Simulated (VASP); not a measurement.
Crystal: HfO2.

```xyz
3
Lattice="0.0000 2.5575 2.5575 2.5575 0.0000 2.5575 2.5575 2.5575 0.0000" Properties=species:S:1:pos:R:3 pbc="T T T"
Hf    0.0000    0.0000    0.0000
O     1.2788    1.2788    1.2788
O     3.8363    3.8363    3.8363
```

```yaml
Program: VASP 6.6.1
Task: relaxation of cell and atoms
Functional: r2SCAN
Potentials_or_basis: VASP PAW PBE potentials, release 64 (Hf_pv, O)
Cutoff: 600 eV
k_mesh: 10 × 10 × 10
Occupations: fermi-dirac, width 0.02 eV
Spin: no spin polarisation
```

At the start: pressure -12.3 GPa; volume 11.15 Å³/atom.

Q: Where does the relaxation end?

A: Over 4 steps the energy falls by 21.4 meV/atom and the volume is 10.62 Å³/atom (-4.8 %); space group Fm-3m (No. 225, to 0.05 Å).

Step by step:
| step | energy change (eV) | largest force (eV/Å) | pressure (GPa) | volume (Å³) |
| --- | --- | --- | --- | --- |
| 1 | 0.0000 | 0.0000 | -12.35 | 33.46 |
| 2 | 0.1128 | 0.0000 | 25.55 | 29.46 |
| 3 | -0.0642 | 0.0000 | -0.34 | 31.88 |
| 4 | -0.0643 | 0.0000 | -0.03 | 31.85 |

Final structure:
```
Hf O
1.0
     0.00000    2.51583    2.51583
     2.51583    0.00000    2.51583
     2.51583    2.51583    0.00000
Hf O
1 2
Direct
  0.00000 0.00000 0.00000
  0.25000 0.25000 0.25000
  0.75000 0.75000 0.75000
```

Caveat: the PAW data sets were made with another functional, which shifts forces and pressure a little.
